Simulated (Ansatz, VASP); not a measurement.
# ZrB2 in VASP and in Ansatz

The input INCAR:

```
SYSTEM = ZrB2
  PREC = Accurate
  ENCUT = 600
  EDIFF = 1E-7
  ISMEAR = -1
  SIGMA = 0.05
  LREAL = .FALSE.
  LASPH = .TRUE.
  NELM = 60
  ALGO = Normal
  ISIF = 3
  LWAVE = .FALSE.
  LCHARG = .FALSE.
  GGA = B5
  ALDAX = 1.0
  AGGAX = 1.0
  AGGAC = 1.0
  ALDAC = 0.0
  IVDW = 12
  VDW_S6 = 1.0
  VDW_S8 = 2.6996
  VDW_A1 = 0.4298
  VDW_A2 = 4.2359
  IBRION = 2
  NSW = 60
  EDIFFG = -0.01
```

KPOINTS

```
Automatic mesh
0
G
  10 10 8
  0 0 0
```

The input POSCAR:

```
ZrB2
1.0
    3.1700000000      0.0000000000      0.0000000000
   -1.5850000000      2.7453005300      0.0000000000
    0.0000000000      0.0000000000      3.5330000000
Zr B
1 2
Direct
    0.0000000000      0.0000000000      0.0000000000
    0.6666666667      0.3333333333      0.5000000000
    0.3333333333      0.6666666667      0.5000000000
```

The input input.yaml:

```yaml
crystal:
  lattice:
    - [3.17, 0.0, 0.0]
    - [-1.585, 2.74530053, 0.0]
    - [0.0, 0.0, 3.533]
  atoms:
    - { symbol: Zr, position: [0.0, 0.0, 0.0] }
    - { symbol: B, position: [0.6666666667, 0.3333333333, 0.5] }
    - { symbol: B, position: [0.3333333333, 0.6666666667, 0.5] }
hamiltonian:
  xc: blyp
  pseudopotentials: { kind: paw }
  dispersion: d3bj
kpoints:
  mp_grid: { grid: [10, 10, 8] }
scf:
  occupations: { method: fermi_dirac, width: 0.05 }
output:
  forces: true
  stress: true
  write_density: true
  write_potential: true
  elf: true
  volumetric_format: npy
relax:
  f_tol: 0.01
  max_steps: 40
  cell: { stress_tol: 0.05 }
```

Alike in both runs: task relaxation of cell and atoms; functional BLYP; dispersion D3(BJ); k mesh 10 × 10 × 8; occupations fermi-dirac, width 0.05 eV; no spin polarisation.

|  | VASP | Ansatz |
| --- | --- | --- |
| version | VASP 6.6.1 | Ansatz 0.2.0 |
| potentials or method | VASP PAW PBE potentials, release 64 (Zr_sv, B) | Ansatz PAW |
| plane-wave cutoff (eV) | 600 | 420 |
| valence electrons in the cell | 18 | 18 |

Ansatz gave:

* gap on the k mesh at the Fermi level, each at its own relaxed structure (eV): none
* relaxed volume (Å³/atom): 9.96
* relaxed length of the cell vector where the two differ most in proportion (Å): 3.540

Question: Estimate VASP's values.

Answer: gap on the k mesh at the Fermi level, each at its own relaxed structure (eV): none; relaxed volume (Å³/atom): 9.98; relaxed length of the cell vector where the two differ most in proportion (Å): 3.543.

VASP's potentials were made for PBE, not for BLYP. A gap of «none» marks a metal or a gap that the smearing closes.

Noted on Ansatz's run: the plane-wave basis is chosen anew once the cell has moved, so the energies of steps on either side of that aren't comparable.
